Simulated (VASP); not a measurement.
Write the native input for VASP 6.6.1 that does the following.

| Property | Result |
| --- | --- |
| Task | relaxation of cell and atoms |
| Functional | PBEsol |
| Potentials or basis | VASP PAW PBE potentials, release 64 (Zr_sv, S) |
| Cutoff | 600 eV |
| k mesh | 14 × 14 × 14 |
| Occupations | gaussian, width 0.1 eV |
| Spin | no spin polarisation |
| Dipole correction | no |
| Further INCAR settings | ALGO = Normal; EDIFF = 1e-06; IBRION = 2; EDIFFG = -0.01; NSW = 80; ISIF = 3 |

The structure of ZrS lies in POSCAR:

```
ZrS
1.0
    0.0000000000      2.6250000000      2.6250000000
    2.6250000000      0.0000000000      2.6250000000
    2.6250000000      2.6250000000      0.0000000000
Zr S
1 1
Direct
    0.0000000000      0.0000000000      0.0000000000
    0.5000000000      0.5000000000      0.5000000000
```

The input as run:

INCAR

```
SYSTEM = ZrS
PREC     = Accurate       ! precision mode
ENCUT    = 600            ! plane-wave cutoff, eV
EDIFF    = 1E-6           ! SCF threshold, eV
ISMEAR   = 0              ! smearing method
SIGMA    = 0.1            ! smearing width, eV
LREAL    = .FALSE.        ! projectors in reciprocal space
LASPH    = .TRUE.         ! aspherical terms in the spheres
NELM     = 80             ! most SCF steps
ALGO     = Normal         ! electronic algorithm
ISIF     = 3              ! what is computed and relaxed
LWAVE    = .FALSE.        ! write WAVECAR
LCHARG   = .FALSE.        ! write CHGCAR
GGA      = PS             ! functional
IBRION   = 2              ! ionic algorithm
NSW      = 80             ! ionic steps
EDIFFG   = -0.01          ! ionic threshold
```

KPOINTS

```
Automatic mesh
0
G
  14 14 14
  0 0 0
```

Potentials or basis: VASP PAW PBE potentials, release 64 (Zr_sv, S).

Command:

```console
$ cat potpaw_PBE.64/Zr_sv/POTCAR potpaw_PBE.64/S/POTCAR > POTCAR
$ mpirun -np 1 vasp_std > vasp.out
```

It gave:

```yaml
Relaxed_volume: 17.28 Å³/atom
Relaxed_cell: a = 3.656 Å, b = 3.656 Å, c = 3.656 Å, α = 60.00°, β = 60.00°, γ = 60.00°
Space_group_after_relaxing_to_0.05_Å: Fm-3m (No. 225)
Energy_gained_by_relaxing: 16.6 meV/atom
Ionic_steps: 3
Pressure_after_relaxing: -0.1 GPa
```

Caveat: the PAW data sets were made with another functional, which shifts forces and pressure a little.

Wall time 2.6 min on 1 thread of Intel Xeon 6975P-C, on a shared host, peak memory 0.23 GiB.
